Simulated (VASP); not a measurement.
# Y2TiO4 (I4/mmm) in VASP: single point with r2SCAN

Aim: the single point of Y2TiO4 with r2SCAN.

Everything below comes from runs of VASP 6.6.1. Logs are shortened: lines on timing, memory, paths and dates and some standing lists are left out, and cuts for length are marked.

## 1. The cell of the first run

The structure is tetragonal, space group I4/mmm (No. 139). The conventional cell has a = 3.744 Å, b = 3.744 Å, c = 12.285 Å, α = 90.00°, β = 90.00°, γ = 90.00°. Y (site symmetry 4mm) has 9 O at 2.34 to 2.66 Å and 4 Ti at 3.20 Å within 3.2 Å. Ti (site symmetry 4/mmm) has 6 O at 1.87 to 2.00 Å within 2.5 Å. Within 2.8 Å of O (site symmetry mmm) lie 2 Ti at 1.87 Å and 4 Y at 2.59 Å and 8 O at 2.65 to 2.74 Å. O (site symmetry 4mm) has 1 Ti at 2.00 Å and 5 Y at 2.34 to 2.66 Å and 4 O at 2.74 Å within 2.8 Å.

## 2. Single point, r2SCAN, collinear spin

The input, POSCAR:

```
Y2TiO4
1.0
    0.0000000000      3.7439783700      0.0000000000
    3.7439783700      0.0000000000      0.0000000000
    1.8719891800      1.8719891800     -6.1426001800
Y Ti O
2 1 4
Direct
    0.3538000000      0.3538000000      0.2924000000
    0.6462000000      0.6462000000      0.7076000000
    0.0000000000      0.0000000000      0.0000000000
    0.5000000000      0.0000000000      0.0000000000
    0.0000000000      0.5000000000      0.0000000000
    0.1630000000      0.1630000000      0.6740000000
    0.8370000000      0.8370000000      0.3260000000
```

The input, INCAR.step1:

```
ALGO     = Normal         # electronic algorithm
EDIFF    = 1E-4           # SCF threshold, eV
ENCUT    = 520            # plane-wave cutoff, eV
GGA      = PE             # functional
ISMEAR   = -5             # smearing method
ISPIN    = 2              # spin polarisation
LASPH    = True           # aspherical terms in the spheres
LCHARG   = False          # write CHGCAR
LMAXMIX  = 4              # l up to which the mixer works
LREAL    = False          # projectors in reciprocal space
LWAVE    = True           # write WAVECAR
MAGMOM   = 0 0 0.5 0 0 0 0 # initial moments
NBANDS   = 42             # bands
NELM     = 150            # most SCF steps
PREC     = Accurate       # precision mode
SIGMA    = 0.1            # smearing width, eV
```

The input, INCAR.step2:

```
ALGO     = Normal         # electronic algorithm
EDIFF    = 1E-7           # SCF threshold, eV
ENCUT    = 520            # plane-wave cutoff, eV
ISIF     = 2              # what is computed and relaxed
ISMEAR   = -5             # smearing method
ISPIN    = 2              # spin polarisation
ISTART   = 1            
LASPH    = True           # aspherical terms in the spheres
LCHARG   = False          # write CHGCAR
LMAXMIX  = 4              # l up to which the mixer works
LMIXTAU  = True         
LORBIT   = 11             # projections on sites
LREAL    = False          # projectors in reciprocal space
LWAVE    = False          # write WAVECAR
MAGMOM   = 0 0 0.5 0 0 0 0 # initial moments
METAGGA  = R2SCAN         # meta-GGA
NBANDS   = 42             # bands
NELM     = 150            # most SCF steps
PREC     = Accurate       # precision mode
SIGMA    = 0.1            # smearing width, eV
```

The input, KPOINTS:

```
k-points
0
Gamma
  5 5 5
```

Potentials or basis: VASP PAW PBE potentials, release 64 (Y_sv, Ti_sv, O).

On the command line:

```console
> cat potpaw_PBE.64/Y_sv/POTCAR potpaw_PBE.64/Ti_sv/POTCAR potpaw_PBE.64/O/POTCAR > POTCAR
> cp INCAR.step1 INCAR
> mpirun -np 1 vasp_std > vasp.out
> cp INCAR.step2 INCAR
> mpirun -np 1 vasp_std > vasp.out
```

OUTCAR:

```text
EDIFF = 1E-7
   ENCUT = 520
   ISIF = 2
   ISMEAR = -5
   ISPIN = 2
   ISTART = 1
   LASPH = True
   LORBIT = 11
   LREAL = False
   METAGGA = R2SCAN
   NELM = 150
   PREC = Accurate

 ion  position               nearest neighbor table
   1  0.354  0.354  0.292-   6 2.34   5 2.59   4 2.59   4 2.59   5 2.59   7 2.66   7 2.66   7 2.66
                             7 2.66   3 3.20   3 3.20   3 3.20   3 3.20   2 3.59   2 3.68   2 3.68
   2  0.646  0.646  0.708-   7 2.34   5 2.59   4 2.59   4 2.59   5 2.59   6 2.66   6 2.66   6 2.66
                             6 2.66   3 3.20   3 3.20   3 3.20   3 3.20   1 3.59   1 3.68   1 3.68
   3  0.000  0.000  0.000-   4 1.87   5 1.87   5 1.87   4 1.87   6 2.00   7 2.00   1 3.20   2 3.20
                             1 3.20   2 3.20   1 3.20   2 3.20   2 3.20   1 3.20
   4  0.500  0.000  0.000-   3 1.87   3 1.87   1 2.59   2 2.59   1 2.59   2 2.59
   5  0.000  0.500  0.000-   3 1.87   3 1.87   1 2.59   2 2.59   2 2.59   1 2.59
   6  0.163  0.163  0.674-   3 2.00   1 2.34   2 2.66   2 2.66   2 2.66   2 2.66
   7  0.837  0.837  0.326-   3 2.00   2 2.34   1 2.66   1 2.66   1 2.66   1 2.66

  LATTYP: Found a body centered tetragonal cell.
 ALAT       =     3.7439783700
 C/A-ratio  =     3.2813224720

  Lattice vectors:

 A1 = (  -1.8719891800,   1.8719891900,   6.1426001800)
 A2 = (   1.8719891900,  -1.8719891800,   6.1426001800)
 A3 = (   1.8719891800,   1.8719891800,  -6.1426001800)

Analysis of symmetry for initial positions (statically):
=====================================================================
 Subroutine PRICEL returns:
 Original cell was already a primitive cell.

 Routine SETGRP: Setting up the symmetry group for a
 body centered tetragonal supercell.

 Subroutine GETGRP returns: Found 16 space group operations
 (whereof 16 operations were pure point group operations)
 out of a pool of 16 trial point group operations.

The static configuration has the point symmetry D_4h.

Analysis of symmetry for dynamics (positions and initial velocities):
=====================================================================
 Subroutine PRICEL returns:
 Original cell was already a primitive cell.

 Routine SETGRP: Setting up the symmetry group for a
 body centered tetragonal supercell.

 Subroutine GETGRP returns: Found 16 space group operations
 (whereof 16 operations were pure point group operations)
 out of a pool of 16 trial point group operations.

The dynamic configuration has the point symmetry D_4h.

Analysis of structural, dynamic, and magnetic symmetry:
=====================================================================
 Subroutine PRICEL returns:
 Original cell was already a primitive cell.

 Routine SETGRP: Setting up the symmetry group for a
 body centered tetragonal supercell.

 Subroutine GETGRP returns: Found 16 space group operations
 (whereof 16 operations were pure point group operations)
 out of a pool of 16 trial point group operations.

The overall configuration has the point symmetry D_4h.

 Subroutine INISYM returns: Found 16 space group operations
 (whereof 16 operations are pure point group operations),
 and found     1 'primitive' translations

----------------------------------------------------------------------------------------

                                     Primitive cell

  volume of cell :      86.1031

  direct lattice vectors                    reciprocal lattice vectors
     0.000000000  3.743978370  0.000000000     0.000000000  0.267095560  0.081398754
     3.743978370  0.000000000  0.000000000     0.267095560  0.000000000  0.081398754
     1.871989180  1.871989180 -6.142600180     0.000000000  0.000000000 -0.162797508

  length of vectors
     3.743978370  3.743978370  6.688813344     0.279223558  0.279223558  0.162797508

  position of ions in fractional coordinates (direct lattice)
     0.353800000  0.353800000  0.292400000
     0.646200000  0.646200000  0.707600000
     0.000000000  0.000000000  0.000000000
     0.500000000  0.000000000  0.000000000
     0.000000000  0.500000000  0.000000000
     0.163000000  0.163000000  0.674000000
     0.837000000  0.837000000  0.326000000

  ion indices of the primitive-cell ions
[... 61 lines left out ...]
   dimension x,y,z NGXF=    56 NGYF=   56 NGZF=  100
   ions per type =               2   1   4
   NGX,Y,Z   is equivalent  to a cutoff of  12.43, 12.43, 12.43 a.u.
   NGXF,Y,Z  is equivalent  to a cutoff of  24.87, 24.87, 24.85 a.u.
 SYSTEM =  unknown system
   PREC   = accura    normal or accurate (medium, high low for compatibility)
   ISTART =      1    job   : 0-new  1-cont  2-samecut
   ICHARG =      0    charge: 1-file 2-atom 10-const
   ISPIN  =      2    spin polarized calculation?
   LNONCOLLINEAR =      F non collinear calculations
   LSORBIT =      F    spin-orbit coupling
   LASPH  =      T    aspherical Exc in radial PAW
   ENCUT  =  520.0 eV  38.22 Ry    6.18 a.u.   6.96  6.96 12.44*2*pi/ulx,y,z
   NELM   =    150;   NELMIN=  2; NELMDL=  0     # of ELM steps
   EDIFF  = 0.1E-06   stopping-criterion for ELM
   LREAL  =      F    real-space projection
   EDIFFG = 0.1E-05   stopping-criterion for IOM
   NSW    =      0    number of steps for IOM
   IBRION =     -1    ionic relax: 0-MD 1-quasi-New 2-CG
   NFREE  =      0    steps in history (QN), initial steepest desc. (CG)
   ISIF   =      2    stress and relaxation
   ISYM   =      2    0-nonsym 1-usesym 2-fastsym
   POTIM  = 0.5000    time-step for ionic-motion
   TEBEG  =    0.0;   TEEND  =   0.0 temperature during run
   PSTRESS=    0.0 pullay stress
   NELECT =      58.0000    total number of electrons
   NUPDOWN=      -1.0000    fix difference up-down
   EMIN   =  10.00;   EMAX   =-10.00  energy-range for DOS
   EFERMI =   0.00;   METHOD = LEGACY
   ISMEAR =    -5;   SIGMA  =   0.10  broadening in eV -4-tet -1-fermi 0-gaus
   EFERMI_NEDOS =   21; number of points for ismear=-14 and -15
   IALGO  =     38    algorithm
   IMIX   =      4    mixing-type and parameters
     AMIX     =   0.40;   BMIX     =  1.00
     AMIX_MAG =   1.60;   BMIX_MAG =  1.00
  volume/ion in A,a.u.               =      12.30        83.01
  Fermi-wavevector in a.u.,A,eV,Ry     =   1.435086  2.711919 28.020806  2.059471
  Thomas-Fermi vector in A             =   2.554423
   LORBIT       =     11    0 simple, 1 ext, 2 COOP (PROOUT), +10 PAW based schemes
   METAGGA = R2SCAN    functional components
   LHFCALC =     F    Hartree Fock is set to
   AEXX    =    0.0000 exact exchange contribution
   IVDW    =     0    specifies the selected vdW correction
   LEPSILON=     F    determine dielectric tensor
   LRPA    =     F    only Hartree local field effects (RPA)
 spin polarized calculation
 Fermi weights with tetrahedron method with Bloechl corrections
  energy-cutoff  :      520.00
  volume of cell :       86.10
 maximum number of plane-waves:      2332
   NGX = 13   NGY = 13   NGZ = 25

 number of electron      58.0000024 magnetization       1.1510257

 Free energy of the ion-electron system (eV)
  ---------------------------------------------------
  ext. energy  EPLUGINS =         0.00000000
  ---------------------------------------------------
  free energy    TOTEN  =       -99.37839742 eV

  energy without entropy =      -99.37839742  energy(sigma->0) =      -99.37839742

 E-fermi :   8.4189     XC(G=0): -12.1231

 val. band max:        8.4246181386   @ k =  -0.2000  -0.4000   0.2000
 cond. band min:       8.0870693805   @ k =   0.0000   0.0000   0.0000
 fundamental gap:     -0.3375487581
 Fermi energy:         8.4188930326

 spin component 1

 k-point     1 :       0.0000    0.0000    0.0000
  band No.  band energies     occupation
      1     -52.3185      1.00000
      2     -38.0239      1.00000
      3     -37.9749      1.00000
      4     -27.7826      1.00000
      5     -27.7825      1.00000
      6     -27.6874      1.00000
[... 781 lines left out ...]
     40      11.6763      0.00000
     41      11.6845      0.00000
 Fermi energy:         8.4188930326

 spin component 2

 k-point     1 :       0.0000    0.0000    0.0000
  band No.  band energies     occupation
      1     -51.4591      1.00000
      2     -37.9498      1.00000
      3     -37.9015      1.00000
      4     -27.0029      1.00000
      5     -27.0029      1.00000
      6     -26.6907      1.00000
[... 781 lines left out ...]
     40      11.8663      0.00000
     41      11.9078      0.00000
 [bands above 41 left out]

------------------------ aborting loop because EDIFF is reached ----------------------------------------

  FORCE on cell =-STRESS in cart. coord.  units (eV):
  Direction    XX          YY          ZZ          XY          YZ          ZX
  --------------------------------------------------------------------------------------
  -------------------------------------------------------------------------------------
  Total        4.3501003      4.3501003     -0.3783549      0.0000000     -0.0000000     -0.0000000
  in kB       80.9451706     80.9451706     -7.0402982      0.0000000     -0.0000000     -0.0000000
  external PRESSURE =      51.6166810 kB  Pullay stress =       0.0000000 kB

 VOLUME and BASIS-vectors are now :
 -----------------------------------------------------------------------------
  energy-cutoff  :      520.00
  volume of cell :       86.10
      direct lattice vectors                 reciprocal lattice vectors
     0.000000000  3.743978370  0.000000000     0.000000000  0.267095560  0.081398754
     3.743978370  0.000000000  0.000000000     0.267095560  0.000000000  0.081398754
     1.871989180  1.871989180 -6.142600180     0.000000000  0.000000000 -0.162797508

 POSITION                                       TOTAL-FORCE (eV/Angst)
 -----------------------------------------------------------------------------------
      1.87199      1.87199     -1.79610        -0.000000     -0.000000     -0.521044
      3.74398      3.74398     -4.34650         0.000000      0.000000      0.521044
      0.00000      0.00000      0.00000        -0.000000     -0.000000      0.000000
      0.00000      1.87199      0.00000        -0.000000      0.000000      0.000000
      1.87199      0.00000      0.00000         0.000000      0.000000      0.000000
      1.87199      1.87199     -4.14011         0.000000      0.000000      2.228471
      3.74398      3.74398     -2.00249        -0.000000     -0.000000     -2.228471
 -----------------------------------------------------------------------------------
    total drift:                               -0.000000     -0.000000      0.000000

  FREE ENERGIE OF THE ION-ELECTRON SYSTEM (eV)
  ---------------------------------------------------
  free  energy   TOTEN  =       -99.3783974231 eV

  energy  without entropy=      -99.3783974231  energy(sigma->0) =      -99.37839742

 total charge

# of ion       s       p       d       f       tot
--------------------------------------------------
    1        2.121   6.267   0.900   0.080   9.368
    2        2.121   6.267   0.900   0.080   9.368
    3        2.232   6.350   2.099   0.000  10.681
    4        1.575   3.584   0.000   0.000   5.159
    5        1.575   3.584   0.000   0.000   5.159
    6        1.560   3.464   0.000   0.000   5.024
    7        1.560   3.464   0.000   0.000   5.024
--------------------------------------------------
tot         12.743  32.982   3.899   0.160  49.784

 magnetization (x)

# of ion       s       p       d       f       tot
--------------------------------------------------
    1        0.006   0.014   0.104   0.005   0.128
    2        0.006   0.014   0.104   0.005   0.128
    3        0.007   0.007   0.668   0.000   0.682
    4       -0.000  -0.012   0.000   0.000  -0.013
    5       -0.000  -0.012   0.000   0.000  -0.013
    6        0.003   0.008   0.000   0.000   0.011
    7        0.003   0.008   0.000   0.000   0.011
--------------------------------------------------
tot          0.024   0.027   0.876   0.010   0.936
```

It took 6.3 min on 1 thread of Intel Xeon Platinum 8488C (Sapphire Rapids), shared host; peak memory 0.31 GiB.

What came out:

```yaml
Free_energy: -99.3784 eV
Pressure: 5.2 GPa
Largest_force: 2.228 eV/Å
Net_moment: 1.15 μB per cell
Site_moments: Y +0.13; Ti +0.68; O -0.01, +0.01 (each value once) μB
Valence_electrons_inside_the_program's_atomic_spheres: Y 9.37; Ti 10.68; O 5.16, 5.02 (each value once)
```

Forces in eV/Å, atoms in the order of the input:
```
Y    0.000  0.000 -0.521
Y    0.000  0.000  0.521
Ti   0.000  0.000  0.000
O    0.000  0.000  0.000
O    0.000  0.000  0.000
O    0.000  0.000  2.228
O    0.000  0.000 -2.228
```

Caveat: the cell stands under pressure; the PAW data sets were made with another functional, which shifts forces and pressure a little; semilocal functionals often make such compounds metallic where correlation or magnetic order opens a gap, which also shifts bond lengths; tetrahedron occupations give inexact forces and stress in metals.
